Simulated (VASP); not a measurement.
# ZrSn2S3 (I4/mmm) in VASP: single point with PBE

Aim: the single point of ZrSn2S3 with PBE.

All numbers are computed with VASP 6.6.1; they aren't measurements. Logs are shortened: lines on timing, memory, paths and dates and some standing lists are left out, and cuts for length are marked.

**1. The cell of the first run**

Symmetry: I4/mmm, No. 139, tetragonal system. Conventional cell: a = 5.733 Å, b = 5.733 Å, c = 9.416 Å, α = 90.00°, β = 90.00°, γ = 90.00°. Zr (site symmetry 4/mmm) has 2 S at 2.44 Å within 3.2 Å. Within 3.8 Å of Sn (site symmetry -4m2) lie 8 S at 2.87 to 3.71 Å and 4 Zr at 3.71 Å. Within 3.0 Å of S (site symmetry 4mm) lie 1 S at 2.27 Å and 1 Zr at 2.44 Å and 4 Sn at 2.87 Å. Within 3.0 Å of S (site symmetry 4/mmm) lie 2 S at 2.27 Å.

The cell was generated, and may not be a known phase.

**2. Single point, PBE**

Input file INCAR:

```
PREC = Accurate
ENCUT = 520
EDIFF = 1E-6
ISMEAR = 0
SIGMA = 0.1
LREAL = False
LASPH = True
NELM = 60
ALGO = Normal
ISIF = 2
LWAVE = False
LCHARG = False
GGA = PE
NBANDS = 38
```

Input file KPOINTS:

```
regular mesh
0
Gamma
  10 10 10
```

Input file POSCAR:

```
ZrSn2S3
1.0
   -2.8666753909      2.8666753909      4.7081655830
    2.8666753909     -2.8666753909      4.7081655830
    2.8666753909      2.8666753909     -4.7081655830
Zr Sn S
1 2 3
Direct
    0.5000000000      0.5000000000      0.0000000000
    0.7500000000      0.2500000000      0.5000000000
    0.2500000000      0.7500000000      0.5000000000
    0.2409252589      0.2409252589      0.0000000000
    0.7590747411      0.7590747411      0.0000000000
    0.0000000000      0.0000000000      0.0000000000
```

Potentials or basis: VASP PAW PBE potentials, release 64 (Zr_sv, Sn_d, S).

Launch:

```bash
> cat potpaw_PBE.64/Zr_sv/POTCAR potpaw_PBE.64/Sn_d/POTCAR potpaw_PBE.64/S/POTCAR > POTCAR
> mpirun -np 1 vasp_std > vasp.out
```

OUTCAR:

```text
PREC = Accurate
   ENCUT = 520
   EDIFF = 1E-6
   ISMEAR = 0
   LREAL = False
   LASPH = True
   NELM = 60
   ISIF = 2
   GGA = PE

 ion  position               nearest neighbor table
   1  0.500  0.500  0.000-   4 2.44   5 2.44   2 3.71   3 3.71   3 3.71   2 3.71   2 3.71   3 3.71
                             3 3.71   2 3.71
   2  0.750  0.250  0.500-   5 2.87   4 2.87   5 2.87   4 2.87   1 3.71   1 3.71   1 3.71   1 3.71

   3  0.250  0.750  0.500-   5 2.87   4 2.87   5 2.87   4 2.87   1 3.71   1 3.71   1 3.71   1 3.71

   4  0.241  0.241  0.000-   6 2.27   1 2.44   2 2.87   3 2.87   2 2.87   3 2.87
   5  0.759  0.759  0.000-   6 2.27   1 2.44   3 2.87   2 2.87   2 2.87   3 2.87
   6  0.000  0.000  0.000-   4 2.27   5 2.27

  LATTYP: Found a body centered tetragonal cell.
 ALAT       =     5.7333507818
 C/A-ratio  =     1.6423783446

  Lattice vectors:

 A1 = (  -2.8666753909,   2.8666753909,   4.7081655830)
 A2 = (   2.8666753909,  -2.8666753909,   4.7081655830)
 A3 = (   2.8666753909,   2.8666753909,  -4.7081655830)

Analysis of symmetry for initial positions (statically):
=====================================================================
 Subroutine PRICEL returns:
 Original cell was already a primitive cell.

 Routine SETGRP: Setting up the symmetry group for a
 body centered tetragonal supercell.

 Subroutine GETGRP returns: Found 16 space group operations
 (whereof 16 operations were pure point group operations)
 out of a pool of 16 trial point group operations.

The static configuration has the point symmetry D_4h.

Analysis of symmetry for dynamics (positions and initial velocities):
=====================================================================
 Subroutine PRICEL returns:
 Original cell was already a primitive cell.

 Routine SETGRP: Setting up the symmetry group for a
 body centered tetragonal supercell.

 Subroutine GETGRP returns: Found 16 space group operations
 (whereof 16 operations were pure point group operations)
 out of a pool of 16 trial point group operations.

The dynamic configuration has the point symmetry D_4h.

 Subroutine INISYM returns: Found 16 space group operations
 (whereof 16 operations are pure point group operations),
 and found     1 'primitive' translations

----------------------------------------------------------------------------------------

                                     Primitive cell

  volume of cell :     154.7636

  direct lattice vectors                    reciprocal lattice vectors
    -2.866675391  2.866675391  4.708165583     0.000000000  0.174418074  0.106198474
     2.866675391 -2.866675391  4.708165583     0.174418074  0.000000000  0.106198474
     2.866675391  2.866675391 -4.708165583     0.174418074  0.174418074  0.000000000

  length of vectors
     6.213089308  6.213089308  6.213089308     0.204205241  0.204205241  0.246664406

  position of ions in fractional coordinates (direct lattice)
     0.500000000  0.500000000  0.000000000
     0.750000000  0.250000000  0.500000000
     0.250000000  0.750000000  0.500000000
     0.240925259  0.240925259  0.000000000
     0.759074741  0.759074741  0.000000000
     0.000000000  0.000000000  0.000000000

  ion indices of the primitive-cell ions
   primitive index   ion index
                 1           1
                 2           2
                 3           3
                 4           4
                 5           5
                 6           6

----------------------------------------------------------------------------------------

 KPOINTS: regular mesh

Automatic generation of k-mesh.
 Grid dimensions read from file:
 generate k-points for:   10   10   10

 Generating k-lattice:

  Cartesian coordinates                     Fractional coordinates (reciprocal lattice)
     0.000000000  0.017441807  0.010619847     0.100000000  0.000000000 -0.000000000
     0.017441807  0.000000000  0.010619847     0.000000000  0.100000000 -0.000000000
     0.017441807  0.017441807  0.000000000     0.000000000  0.000000000  0.100000000

  Length of vectors
     0.020420524  0.020420524  0.024666441

  Shift w.r.t. Gamma in fractional coordinates (k-lattice)
     0.000000000  0.000000000  0.000000000

 Subroutine IBZKPT returns following result:
 ===========================================

 Found    102 irreducible k-points:

 Following reciprocal coordinates:
            Coordinates               Weight
  0.000000  0.000000  0.000000      1.000000
  0.100000  0.000000  0.000000      8.000000
  0.200000  0.000000  0.000000      8.000000
  0.300000  0.000000 -0.000000      8.000000
  0.400000  0.000000 -0.000000      8.000000
  0.500000  0.000000  0.000000      4.000000
[... 16 lines left out ...]
  0.300000  0.300000 -0.000000      8.000000
  0.400000  0.300000 -0.000000     16.000000
 [... further k-points ...]
   k-points           NKPTS =    102   k-points in BZ     NKDIM =    102   number of bands    NBANDS=     38
   number of dos      NEDOS =    301   number of ions     NIONS =      6
   total plane-waves  NPLWV = 110592
   dimension x,y,z NGX =    48 NGY =   48 NGZ =   48
   dimension x,y,z NGXF=    96 NGYF=   96 NGZF=   96
   ions per type =               1   2   3
   NGX,Y,Z   is equivalent  to a cutoff of  12.84, 12.84, 12.84 a.u.
   NGXF,Y,Z  is equivalent  to a cutoff of  25.69, 25.69, 25.69 a.u.
 SYSTEM =  unknown system
   PREC   = accura    normal or accurate (medium, high low for compatibility)
   ISTART =      0    job   : 0-new  1-cont  2-samecut
   ICHARG =      2    charge: 1-file 2-atom 10-const
   ISPIN  =      1    spin polarized calculation?
   LNONCOLLINEAR =      F non collinear calculations
   LSORBIT =      F    spin-orbit coupling
   LASPH  =      T    aspherical Exc in radial PAW
   ENCUT  =  520.0 eV  38.22 Ry    6.18 a.u.  11.55 11.55 11.55*2*pi/ulx,y,z
   NELM   =     60;   NELMIN=  2; NELMDL= -5     # of ELM steps
   EDIFF  = 0.1E-05   stopping-criterion for ELM
   LREAL  =      F    real-space projection
   EDIFFG = 0.1E-04   stopping-criterion for IOM
   NSW    =      0    number of steps for IOM
   IBRION =     -1    ionic relax: 0-MD 1-quasi-New 2-CG
   NFREE  =      0    steps in history (QN), initial steepest desc. (CG)
   ISIF   =      2    stress and relaxation
   ISYM   =      2    0-nonsym 1-usesym 2-fastsym
   POTIM  = 0.5000    time-step for ionic-motion
   TEBEG  =    0.0;   TEEND  =   0.0 temperature during run
   PSTRESS=    0.0 pullay stress
   NELECT =      58.0000    total number of electrons
   NUPDOWN=      -1.0000    fix difference up-down
   EMIN   =  10.00;   EMAX   =-10.00  energy-range for DOS
   EFERMI =   0.00;   METHOD = LEGACY
   ISMEAR =     0;   SIGMA  =   0.10  broadening in eV -4-tet -1-fermi 0-gaus
   EFERMI_NEDOS =   21; number of points for ismear=-14 and -15
   IALGO  =     38    algorithm
   IMIX   =      4    mixing-type and parameters
     AMIX     =   0.40;   BMIX     =  1.00
     AMIX_MAG =   1.60;   BMIX_MAG =  1.00
  volume/ion in A,a.u.               =      25.79       174.07
  Fermi-wavevector in a.u.,A,eV,Ry     =   1.180306  2.230455 18.954576  1.393122
  Thomas-Fermi vector in A             =   2.316601
   LORBIT       =      0    0 simple, 1 ext, 2 COOP (PROOUT), +10 PAW based schemes
   GGA     = PE    functional components
   LHFCALC =     F    Hartree Fock is set to
   AEXX    =    0.0000 exact exchange contribution
   IVDW    =     0    specifies the selected vdW correction
   LEPSILON=     F    determine dielectric tensor
   LRPA    =     F    only Hartree local field effects (RPA)
 non-spin polarized calculation
 Gauss-broadening in eV      SIGMA  =   0.10
  energy-cutoff  :      520.00
  volume of cell :      154.76
 maximum number of plane-waves:      4201
 NGX is ok and might be reduce to    48
   NGX = 23   NGY = 23   NGZ = 23

 number of electron      58.0000009 magnetization

 Free energy of the ion-electron system (eV)
  ---------------------------------------------------
  ext. energy  EPLUGINS =         0.00000000
  ---------------------------------------------------
  free energy    TOTEN  =       -27.16929904 eV

  energy without entropy =      -27.14384805  energy(sigma->0) =      -27.15657354

 E-fermi :   6.2583     XC(G=0):  -9.5807

 val. band max:        6.2571028772   @ k =  -0.2000  -0.4000   0.1000
 cond. band min:       6.2607165486   @ k =   0.2000   0.2000   0.1000
 fundamental gap:      0.0036136714
 Fermi energy:         6.2582651397

 k-point     1 :       0.0000    0.0000    0.0000
  band No.  band energies     occupation
      1     -44.0171      2.00000
      2     -22.0801      2.00000
      3     -22.0416      2.00000
      4     -22.0416      2.00000
      5     -15.5538      2.00000
      6     -15.5240      2.00000
[... 30 lines left out ...]
     37      10.0049      0.00000
     38      10.4245      0.00000

 k-point     2 :       0.1000    0.0000    0.0000
  band No.  band energies     occupation
      1     -44.0171      2.00000
      2     -22.0801      2.00000
      3     -22.0416      2.00000
      4     -22.0416      2.00000
      5     -15.5525      2.00000
      6     -15.5231      2.00000
[... 30 lines left out ...]
     37      10.0545      0.00000
     38      10.5992      0.00000

 k-point     3 :       0.2000    0.0000    0.0000
  band No.  band energies     occupation
      1     -44.0171      2.00000
      2     -22.0802      2.00000
      3     -22.0418      2.00000
      4     -22.0416      2.00000
      5     -15.5487      2.00000
      6     -15.5205      2.00000
[... 30 lines left out ...]
     37       9.6466      0.00000
[... 781 lines left out ...]
 k-point    23 :       0.3000    0.3000   -0.0000
  band No.  band energies     occupation
      1     -44.0171      2.00000
      2     -22.0804      2.00000
      3     -22.0419      2.00000
      4     -22.0419      2.00000
      5     -15.5357      2.00000
      6     -15.5201      2.00000
[... 30 lines left out ...]
     37       8.6669      0.00000
     38       9.1645      0.00000

 k-point    24 :       0.4000    0.3000   -0.0000
  band No.  band energies     occupation
      1     -44.0171      2.00000
      2     -22.0804      2.00000
      3     -22.0420      2.00000
      4     -22.0419      2.00000
      5     -15.5310      2.00000
      6     -15.5227      2.00000
[... 30 lines left out ...]
     37       8.5204      0.00000
     38       8.7590      0.00000

 [... further k-points ...]

------------------------ aborting loop because EDIFF is reached ----------------------------------------

  FORCE on cell =-STRESS in cart. coord.  units (eV):
  Direction    XX          YY          ZZ          XY          YZ          ZX
  --------------------------------------------------------------------------------------
  -------------------------------------------------------------------------------------
  Total       -0.0245568     -0.0245568     -0.0508917      0.0000000     -0.0000000      0.0000000
  in kB       -0.2542225     -0.2542225     -0.5268523      0.0000000     -0.0000000      0.0000000
  external PRESSURE =      -0.3450991 kB  Pullay stress =       0.0000000 kB

 VOLUME and BASIS-vectors are now :
 -----------------------------------------------------------------------------
  energy-cutoff  :      520.00
  volume of cell :      154.76
      direct lattice vectors                 reciprocal lattice vectors
    -2.866675391  2.866675391  4.708165583     0.000000000  0.174418074  0.106198474
     2.866675391 -2.866675391  4.708165583     0.174418074  0.000000000  0.106198474
     2.866675391  2.866675391 -4.708165583     0.174418074  0.174418074  0.000000000

 POSITION                                       TOTAL-FORCE (eV/Angst)
 -----------------------------------------------------------------------------------
      0.00000      0.00000      4.70817         0.000000      0.000000     -0.000000
     -0.00000      2.86668      2.35408         0.000000      0.000000     -0.000000
      2.86668     -0.00000      2.35408         0.000000      0.000000     -0.000000
      0.00000      0.00000      2.26863        -0.000000     -0.000000     -0.029316
      0.00000      0.00000      7.14770         0.000000      0.000000      0.029316
      0.00000      0.00000      0.00000         0.000000      0.000000     -0.000000
 -----------------------------------------------------------------------------------
    total drift:                                0.000000     -0.000000      0.000000

  FREE ENERGIE OF THE ION-ELECTRON SYSTEM (eV)
  ---------------------------------------------------
  free  energy   TOTEN  =       -27.1692990387 eV

  energy  without entropy=      -27.1438480451  energy(sigma->0) =      -27.15657354
```

Wall time 15 min (1 thread of Intel Xeon Platinum 8259CL at 2.50GHz (Skylake/Cascade Lake), shared host); peak memory 0.69 GiB.

Results:

```yaml
Free_energy: -27.1693 eV
Pressure: 0.0 GPa
Largest_force: 0.029 eV/Å
Band_gap_on_the_k_mesh: zero (bands 29 and 30 overlap by 0.56 eV)
```

Forces on the atoms (eV/Å):
```
Zr   0.000  0.000  0.000
Sn   0.000  0.000  0.000
Sn   0.000  0.000  0.000
S    0.000  0.000 -0.029
S    0.000  0.000  0.029
S    0.000  0.000  0.000
```

Caveat: spin-orbit coupling is left out, which moves the levels of the heavy elements.
